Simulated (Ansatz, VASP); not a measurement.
One calculation of Ga, two programs

```
CELL_PARAMETERS angstrom
0.00000 1.98512 1.98512
1.98512 0.00000 1.98512
1.98512 1.98512 0.00000
ATOMIC_POSITIONS crystal
Ga 0.00000 0.00000 0.00000
```

Alike in both runs: task single point; functional PBEsol; k mesh 8 × 8 × 8; occupations gaussian, width 0.1 eV; no spin polarisation.

```csv
,VASP,Ansatz
version,VASP 6.6.1,Ansatz 0.2.0
potentials or method,"VASP PAW PBE potentials, release 64 (Ga_d), cutoff 500 eV","scalar-relativistic, plane waves, PAW"
valence electrons in the cell,13,13
```

|  | VASP | Ansatz | Ansatz less VASP |
| --- | --- | --- | --- |
| gap on the k mesh at the Fermi level (eV) | none | none | - |
| pressure (GPa) | 9.2 | 9.3 | +0.11 |

VASP's potentials were made for PBE, not for PBEsol. A gap of «none» marks a metal or a gap that the smearing closes.
